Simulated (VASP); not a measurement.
Set up this calculation in VASP 6.6.1, as the native input.

```yaml
Task: relaxation of cell and atoms
Functional: PBE
Potentials_or_basis: VASP PAW PBE potentials, release 64 (Al, Cu)
Cutoff: 600 eV
k_mesh: 6 × 6 × 2
Occupations: gaussian, width 0.1 eV
Spin: no spin polarisation
Dipole_correction: no
Further_INCAR_settings: ALGO = Normal; EDIFF = 1e-06; IBRION = 2; EDIFFG = -0.04; NSW = 90; ISIF = 3
```

The structure of Al2Cu lies in POSCAR:

```
Al2Cu
1.0
    2.7703610200      0.0000000000      0.0000000000
   -1.3851805100      2.3992030200      0.0000000000
    0.0000000000      0.0000000000     13.2447372500
Al Cu
4 2
Direct
    0.3333333300      0.6666666700      0.2500000000
    0.3333333300      0.6666666700      0.5833333300
    0.6666666700      0.3333333300      0.4166666700
    0.6666666700      0.3333333300      0.7500000000
    0.3333333300      0.6666666700      0.9166666700
    0.6666666700      0.3333333300      0.0833333300
```

The input as run:

INCAR

```
  PREC = Accurate
  ENCUT = 600
  EDIFF = 1E-6
  ISMEAR = 0
  SIGMA = 0.1
  LREAL = F
  LASPH = T
  NELM = 60
  ALGO = Normal
  ISIF = 3
  LWAVE = F
  LCHARG = F
  GGA = PE
  IBRION = 2
  NSW = 90
  EDIFFG = -0.04
```

KPOINTS

```
Automatic mesh
0
Gamma
  6 6 2
```

Potentials or basis: VASP PAW PBE potentials, release 64 (Al, Cu).

Command:

```console
$ cat potpaw_PBE.64/Al/POTCAR potpaw_PBE.64/Cu/POTCAR > POTCAR
$ mpirun -np 1 vasp_std > vasp.out
```

It gave:

| Quantity | Value |
| --- | --- |
| Relaxed volume | 14.80 Å³/atom |
| Relaxed cell | a = 2.777 Å, b = 2.777 Å, c = 13.299 Å, α = 90.00°, β = 90.00°, γ = 120.00° |
| Space group after relaxing (to 0.05 Å) | P-3m1 (No. 164) |
| Energy gained by relaxing | 58.7 meV/atom |
| Ionic steps | 10 |
| Pressure after relaxing | -0.1 GPa |
| Largest force after relaxing | 0.028 eV/Å |
| Band gap on the k mesh | zero (band 17 reaches 9.54 eV, above the bottom of band 18 at 7.06 eV) |

Caveat: the k points lie up to 0.44 Å⁻¹ apart in the final cell.

It took 3.9 min on 1 thread of Intel(R) Xeon(R) Platinum 8259CL CPU @ 2.50GHz (Skylake/Cascade Lake), on a shared host, peak memory 0.25 GiB.
